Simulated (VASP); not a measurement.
Here is a VASP 6.6.1 calculation.

File INCAR:

```
SYSTEM = LiF
PREC = Accurate
ENCUT = 520
EDIFF = 1E-6
ISMEAR = 0
SIGMA = 0.02
LREAL = .FALSE.
LASPH = .TRUE.
NELM = 60
ALGO = Normal
ISIF = 2
LWAVE = .FALSE.
LCHARG = .FALSE.
GGA = PE
NBANDS = 12
```

The input KPOINTS:

```
regular mesh
0
G
  10 10 10
  0 0 0
```

POSCAR

```
LiF
1.0
    0.0805600000      1.9488672400      1.9653417600
    2.0654375600      0.0000000000      2.0459017600
    1.9848775600      1.9488672400      0.0805600000
Li F
1 1
Direct
   -0.0057903603     -0.0087984722      0.0057903603
    0.5057903603      0.5087984722      0.4942096397
```

Potentials or basis: VASP PAW PBE potentials, release 64 (Li_sv, F).

The run is started by

```sh
$ cat potpaw_PBE.64/Li_sv/POTCAR potpaw_PBE.64/F/POTCAR > POTCAR
$ mpirun -np 1 vasp_std > vasp.out
```

(1) Predict the largest force.

(2) Estimate the band gap on the k mesh.

## Answers

(1) 0.147 eV/Å.

(2) 9.48 eV, direct.

Caveat: the cell differs from its parent crystal (strained and its atoms moved).
